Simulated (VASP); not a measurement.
# ZnO (Pmmn) in VASP: single point with PBE

Aim: the single point of ZnO with PBE.

Everything below comes from runs of VASP 6.6.1. Logs are shortened: lines on timing, memory, paths and dates and some standing lists are left out, and cuts for length are marked.

## (1) The cell of the first run

Symmetry: Pmmn, No. 59, orthorhombic system. The conventional cell has a = 3.350 Å, b = 10.152 Å, c = 4.752 Å, α = 90.00°, β = 90.00°, γ = 90.00°. Zn (site symmetry m) has 4 O at 1.97 to 2.03 Å within 2.6 Å. Within 2.6 Å of Zn (site symmetry mm2) lie 4 O at 1.98 to 2.02 Å. Within 2.6 Å of O (site symmetry mm2) lie 4 Zn at 1.97 to 2.02 Å. O (site symmetry m) has 4 Zn at 1.98 to 2.03 Å within 2.6 Å.

The cell was built from a structure type or drawn by symmetry, and may not be a known phase.

## (2) Single point, PBE

Contents of INCAR:

```
SYSTEM = ZnO
PREC = Accurate
ENCUT = 520
EDIFF = 1E-7
ISMEAR = 0
SIGMA = 0.02
LREAL = .False.
LASPH = .True.
NELM = 100
ALGO = Normal
ISIF = 2
LWAVE = .False.
LCHARG = .False.
GGA = PE
NBANDS = 66
```

Contents of KPOINTS:

```
Automatic mesh
0
Gamma
  8 4 6
  0 0 0
```

Contents of POSCAR:

```
ZnO
1.0
    3.3499669000      0.0000000000      0.0000000000
    0.0000000000     10.1516797000      0.0000000000
    0.0000000000      0.0000000000      4.7518169000
Zn O
6 6
Direct
    0.5000000000      0.8514680000      0.1074890000
    0.5000000000      0.1485320000      0.1074890000
    0.0000000000      0.0000000000      0.6113090000
    0.5000000000      0.5000000000      0.3886910000
    0.0000000000      0.3514680000      0.8925110000
    0.0000000000      0.6485320000      0.8925110000
    0.5000000000      0.0000000000      0.3743340000
    0.0000000000      0.8480420000      0.8719630000
    0.0000000000      0.1519580000      0.8719630000
    0.5000000000      0.3480420000      0.1280370000
    0.5000000000      0.6519580000      0.1280370000
    0.0000000000      0.5000000000      0.6256660000
```

Potentials or basis: VASP PAW PBE potentials, release 64 (Zn, O).

On the command line:

```bash
> cat potpaw_PBE.64/Zn/POTCAR potpaw_PBE.64/O/POTCAR > POTCAR
> mpirun -np 1 vasp_std > vasp.out
```

OUTCAR:

```text
SYSTEM = ZnO
   PREC = Accurate
   ENCUT = 520
   EDIFF = 1E-7
   ISMEAR = 0
   LREAL = .False.
   LASPH = .True.
   NELM = 100
   ISIF = 2
   GGA = PE

 ion  position               nearest neighbor table
   1  0.500  0.851  0.107-   7 1.97   8 2.01   8 2.01  11 2.03   6 2.84   6 2.84   2 3.02
   2  0.500  0.149  0.107-   7 1.97   9 2.01   9 2.01  10 2.03   5 2.84   5 2.84   1 3.02
   3  0.000  0.000  0.611-   8 1.98   9 1.98   7 2.02   7 2.02
   4  0.500  0.500  0.389-  10 1.98  11 1.98  12 2.02  12 2.02
   5  0.000  0.351  0.893-  12 1.97  10 2.01  10 2.01   9 2.03   2 2.84   2 2.84   6 3.02
   6  0.000  0.649  0.893-  12 1.97  11 2.01  11 2.01   8 2.03   1 2.84   1 2.84   5 3.02
   7  0.500  0.000  0.374-   1 1.97   2 1.97   3 2.02   3 2.02
   8  0.000  0.848  0.872-   3 1.98   1 2.01   1 2.01   6 2.03
   9  0.000  0.152  0.872-   3 1.98   2 2.01   2 2.01   5 2.03
  10  0.500  0.348  0.128-   4 1.98   5 2.01   5 2.01   2 2.03
  11  0.500  0.652  0.128-   4 1.98   6 2.01   6 2.01   1 2.03
  12  0.000  0.500  0.626-   5 1.97   6 1.97   4 2.02   4 2.02

  LATTYP: Found a simple orthorhombic cell.
 ALAT       =     3.3499669000
 B/A-ratio  =     1.4184668213
 C/A-ratio  =     3.0303820912

  Lattice vectors:

 A1 = (  -3.3499669000,   0.0000000000,   0.0000000000)
 A2 = (   0.0000000000,   0.0000000000,   4.7518169000)
 A3 = (   0.0000000000,  10.1516797000,   0.0000000000)

Analysis of symmetry for initial positions (statically):
=====================================================================
 Subroutine PRICEL returns:
 Original cell was already a primitive cell.

 Routine SETGRP: Setting up the symmetry group for a
 simple orthorhombic supercell.

 Subroutine GETGRP returns: Found  8 space group operations
 (whereof  4 operations were pure point group operations)
 out of a pool of  8 trial point group operations.

The static configuration has the point symmetry C_2v.
 The point group associated with its full space group is D_2h.

Analysis of symmetry for dynamics (positions and initial velocities):
=====================================================================
 Subroutine PRICEL returns:
 Original cell was already a primitive cell.

 Routine SETGRP: Setting up the symmetry group for a
 simple orthorhombic supercell.

 Subroutine GETGRP returns: Found  8 space group operations
 (whereof  4 operations were pure point group operations)
 out of a pool of  8 trial point group operations.

The dynamic configuration has the point symmetry C_2v.
 The point group associated with its full space group is D_2h.

 Subroutine INISYM returns: Found  8 space group operations
 (whereof  4 operations are pure point group operations),
 and found     1 'primitive' translations

----------------------------------------------------------------------------------------

                                     Primitive cell

  volume of cell :     161.5988

  direct lattice vectors                    reciprocal lattice vectors
     3.349966900  0.000000000  0.000000000     0.298510412  0.000000000  0.000000000
     0.000000000 10.151679700  0.000000000     0.000000000  0.098505866  0.000000000
     0.000000000  0.000000000  4.751816900     0.000000000  0.000000000  0.210445819

  length of vectors
     3.349966900 10.151679700  4.751816900     0.298510412  0.098505866  0.210445819

  position of ions in fractional coordinates (direct lattice)
     0.500000000  0.851468000  0.107489000
     0.500000000  0.148532000  0.107489000
     0.000000000  0.000000000  0.611309000
     0.500000000  0.500000000  0.388691000
     0.000000000  0.351468000  0.892511000
     0.000000000  0.648532000  0.892511000
     0.500000000  0.000000000  0.374334000
     0.000000000  0.848042000  0.871963000
     0.000000000  0.151958000  0.871963000
     0.500000000  0.348042000  0.128037000
     0.500000000  0.651958000  0.128037000
     0.000000000  0.500000000  0.625666000

  ion indices of the primitive-cell ions
   primitive index   ion index
                 1           1
                 2           2
                 3           3
                 4           4
                 5           5
                 6           6
                 7           7
                 8           8
                 9           9
                10          10
                11          11
                12          12

----------------------------------------------------------------------------------------

 KPOINTS: Automatic mesh

Automatic generation of k-mesh.
 Grid dimensions read from file:
 generate k-points for:    8    4    6

 Generating k-lattice:

  Cartesian coordinates                     Fractional coordinates (reciprocal lattice)
     0.037313802  0.000000000  0.000000000     0.125000000  0.000000000  0.000000000
     0.000000000  0.024626466  0.000000000     0.000000000  0.250000000  0.000000000
     0.000000000  0.000000000  0.035074303     0.000000000  0.000000000  0.166666667

  Length of vectors
     0.037313802  0.024626466  0.035074303

  Shift w.r.t. Gamma in fractional coordinates (k-lattice)
     0.000000000  0.000000000  0.000000000

 Subroutine IBZKPT returns following result:
 ===========================================

 Found     60 irreducible k-points:

 Following reciprocal coordinates:
            Coordinates               Weight
  0.000000  0.000000  0.000000      1.000000
  0.125000  0.000000  0.000000      2.000000
  0.250000  0.000000  0.000000      2.000000
  0.375000  0.000000  0.000000      2.000000
  0.500000  0.000000  0.000000      1.000000
  0.000000  0.250000  0.000000      2.000000
[... 16 lines left out ...]
  0.250000  0.250000  0.166667      8.000000
  0.375000  0.250000  0.166667      8.000000
 [... further k-points ...]
   k-points           NKPTS =     60   k-points in BZ     NKDIM =     60   number of bands    NBANDS=     66
   number of dos      NEDOS =    301   number of ions     NIONS =     12
   total plane-waves  NPLWV =  80640
   dimension x,y,z NGX =    28 NGY =   80 NGZ =   36
   dimension x,y,z NGXF=    56 NGYF=  160 NGZF=   72
   ions per type =               6   6
   NGX,Y,Z   is equivalent  to a cutoff of  13.90, 13.10, 12.59 a.u.
   NGXF,Y,Z  is equivalent  to a cutoff of  27.79, 26.20, 25.19 a.u.
 SYSTEM =  ZnO
   PREC   = accura    normal or accurate (medium, high low for compatibility)
   ISTART =      0    job   : 0-new  1-cont  2-samecut
   ICHARG =      2    charge: 1-file 2-atom 10-const
   ISPIN  =      1    spin polarized calculation?
   LNONCOLLINEAR =      F non collinear calculations
   LSORBIT =      F    spin-orbit coupling
   LASPH  =      T    aspherical Exc in radial PAW
   ENCUT  =  520.0 eV  38.22 Ry    6.18 a.u.   6.23 18.88  8.84*2*pi/ulx,y,z
   NELM   =    100;   NELMIN=  2; NELMDL= -5     # of ELM steps
   EDIFF  = 0.1E-06   stopping-criterion for ELM
   LREAL  =      F    real-space projection
   EDIFFG = 0.1E-05   stopping-criterion for IOM
   NSW    =      0    number of steps for IOM
   IBRION =     -1    ionic relax: 0-MD 1-quasi-New 2-CG
   NFREE  =      0    steps in history (QN), initial steepest desc. (CG)
   ISIF   =      2    stress and relaxation
   ISYM   =      2    0-nonsym 1-usesym 2-fastsym
   POTIM  = 0.5000    time-step for ionic-motion
   TEBEG  =    0.0;   TEEND  =   0.0 temperature during run
   PSTRESS=    0.0 pullay stress
   NELECT =     108.0000    total number of electrons
   NUPDOWN=      -1.0000    fix difference up-down
   EMIN   =  10.00;   EMAX   =-10.00  energy-range for DOS
   EFERMI =   0.00;   METHOD = LEGACY
   ISMEAR =     0;   SIGMA  =   0.02  broadening in eV -4-tet -1-fermi 0-gaus
   EFERMI_NEDOS =   21; number of points for ismear=-14 and -15
   IALGO  =     38    algorithm
   IMIX   =      4    mixing-type and parameters
     AMIX     =   0.40;   BMIX     =  1.00
     AMIX_MAG =   1.60;   BMIX_MAG =  1.00
  volume/ion in A,a.u.               =      13.47        90.88
  Fermi-wavevector in a.u.,A,eV,Ry     =   1.431320  2.704802 27.873938  2.048677
  Thomas-Fermi vector in A             =   2.551069
   LORBIT       =      0    0 simple, 1 ext, 2 COOP (PROOUT), +10 PAW based schemes
   GGA     = PE    functional components
   LHFCALC =     F    Hartree Fock is set to
   AEXX    =    0.0000 exact exchange contribution
   IVDW    =     0    specifies the selected vdW correction
   LEPSILON=     F    determine dielectric tensor
   LRPA    =     F    only Hartree local field effects (RPA)
 non-spin polarized calculation
 Gauss-broadening in eV      SIGMA  =   0.02
  energy-cutoff  :      520.00
  volume of cell :      161.60
 maximum number of plane-waves:      4376
 NGX is ok and might be reduce to    28
   NGX = 13   NGY = 37   NGZ = 17

 number of electron     107.9999989 magnetization

 Free energy of the ion-electron system (eV)
  ---------------------------------------------------
  ext. energy  EPLUGINS =         0.00000000
  ---------------------------------------------------
  free energy    TOTEN  =       -52.49800504 eV

  energy without entropy =      -52.49800504  energy(sigma->0) =      -52.49800504

 E-fermi :   0.3805     XC(G=0): -10.0975

 val. band max:        0.2558984094   @ k =   0.0000   0.0000   0.0000
 cond. band min:       1.1060104058   @ k =   0.0000   0.0000   0.0000
 fundamental gap:      0.8501119964
 Fermi energy:         0.3804507562

 k-point     1 :       0.0000    0.0000    0.0000
  band No.  band energies     occupation
      1     -17.4598      2.00000
      2     -17.2683      2.00000
      3     -16.9082      2.00000
      4     -16.7808      2.00000
      5     -16.4235      2.00000
      6     -16.3292      2.00000
[... 58 lines left out ...]
     65       9.9454      0.00000
     66      10.7312      0.00000

 k-point     2 :       0.1250    0.0000    0.0000
  band No.  band energies     occupation
      1     -17.4078      2.00000
      2     -17.2327      2.00000
      3     -16.8622      2.00000
      4     -16.7623      2.00000
      5     -16.4273      2.00000
      6     -16.3246      2.00000
[... 58 lines left out ...]
     65       9.9358      0.00000
     66      10.6725      0.00000

 k-point     3 :       0.2500    0.0000    0.0000
  band No.  band energies     occupation
      1     -17.2720      2.00000
      2     -17.1442      2.00000
      3     -16.7400      2.00000
      4     -16.7155      2.00000
      5     -16.4478      2.00000
      6     -16.3234      2.00000
[... 1438 lines left out ...]
     65       9.4052      0.00000
     66      10.1972      0.00000

 k-point    24 :       0.3750    0.2500    0.1667
  band No.  band energies     occupation
      1     -17.0936      2.00000
      2     -17.0557      2.00000
      3     -16.6627      2.00000
      4     -16.6108      2.00000
      5     -16.4620      2.00000
      6     -16.3686      2.00000
[... 58 lines left out ...]
     65       9.1163      0.00000
     66       9.4000      0.00000

 [... further k-points ...]
[... 5 lines left out ...]
  --------------------------------------------------------------------------------------
  -------------------------------------------------------------------------------------
  Total        0.8548814      0.9973120      0.7597259      0.0000000      0.0000000      0.0000000
  in kB        8.4757537      9.8878871      7.5323309      0.0000000      0.0000000      0.0000000
  external PRESSURE =       8.6319906 kB  Pullay stress =       0.0000000 kB

 VOLUME and BASIS-vectors are now :
 -----------------------------------------------------------------------------
  energy-cutoff  :      520.00
  volume of cell :      161.60
      direct lattice vectors                 reciprocal lattice vectors
     3.349966900  0.000000000  0.000000000     0.298510412  0.000000000  0.000000000
     0.000000000 10.151679700  0.000000000     0.000000000  0.098505866  0.000000000
     0.000000000  0.000000000  4.751816900     0.000000000  0.000000000  0.210445819

 POSITION                                       TOTAL-FORCE (eV/Angst)
 -----------------------------------------------------------------------------------
      1.67498      8.64383      0.51077         0.000000      0.008709      0.015589
      1.67498      1.50785      0.51077         0.000000     -0.008709      0.015589
      0.00000      0.00000      2.90483         0.000000      0.000000     -0.017873
      1.67498      5.07584      1.84699         0.000000      0.000000      0.017873
      0.00000      3.56799      4.24105        -0.000000      0.008709     -0.015589
      0.00000      6.58369      4.24105        -0.000000     -0.008709     -0.015589
      1.67498      0.00000      1.77877         0.000000      0.000000      0.031635
      0.00000      8.60905      4.14341        -0.000000      0.003856     -0.027098
      0.00000      1.54263      4.14341         0.000000     -0.003856     -0.027098
      1.67498      3.53321      0.60841         0.000000      0.003856      0.027098
      1.67498      6.61847      0.60841        -0.000000     -0.003856      0.027098
      0.00000      5.07584      2.97305         0.000000      0.000000     -0.031635
 -----------------------------------------------------------------------------------
    total drift:                                0.000000     -0.000000      0.000000

  FREE ENERGIE OF THE ION-ELECTRON SYSTEM (eV)
  ---------------------------------------------------
  free  energy   TOTEN  =       -52.4980050357 eV

  energy  without entropy=      -52.4980050357  energy(sigma->0) =      -52.49800504
```

Run time: 18 min. Hardware: 1 thread of Oxide Virtual Turin-like, shared host; peak memory 0.53 GiB.

What came out:

```yaml
Free_energy: -52.4980 eV
Pressure: 0.9 GPa
Largest_force: 0.032 eV/Å
Band_gap_on_the_k_mesh: 0.85 eV
```

Forces on the atoms (eV/Å):
```
Zn   0.000  0.009  0.016
Zn   0.000 -0.009  0.016
Zn   0.000  0.000 -0.018
Zn   0.000  0.000  0.018
Zn   0.000  0.009 -0.016
Zn   0.000 -0.009 -0.016
O    0.000  0.000  0.032
O    0.000  0.004 -0.027
O    0.000 -0.004 -0.027
O    0.000  0.004  0.027
O    0.000 -0.004  0.027
O    0.000  0.000 -0.032
```

Levels at points of the mesh, in eV from the valence-band top:
```tsv
k point	band 52	band 53	band 54	band 55	band 56	band 57
(0.00, 0.00, 0.00)	-0.20	-0.10	0.00	0.85	3.29	4.09
(0.50, 0.00, 0.00)	-1.23	-0.61	-0.61	5.43	5.43	5.68
(0.00, 0.50, 0.00)	-0.09	-0.07	-0.07	1.97	1.97	5.44
(0.50, 0.50, 0.00)	-1.24	-0.79	-0.79	5.46	5.46	5.64
(0.00, 0.00, 0.50)	-0.46	-0.32	-0.11	3.62	3.93	4.38
(0.50, 0.00, 0.50)	-0.69	-0.62	-0.62	5.20	5.20	6.83
(0.00, 0.50, 0.50)	-0.45	-0.38	-0.38	4.00	4.00	4.20
(0.50, 0.50, 0.50)	-0.80	-0.47	-0.47	5.51	5.51	6.28
```
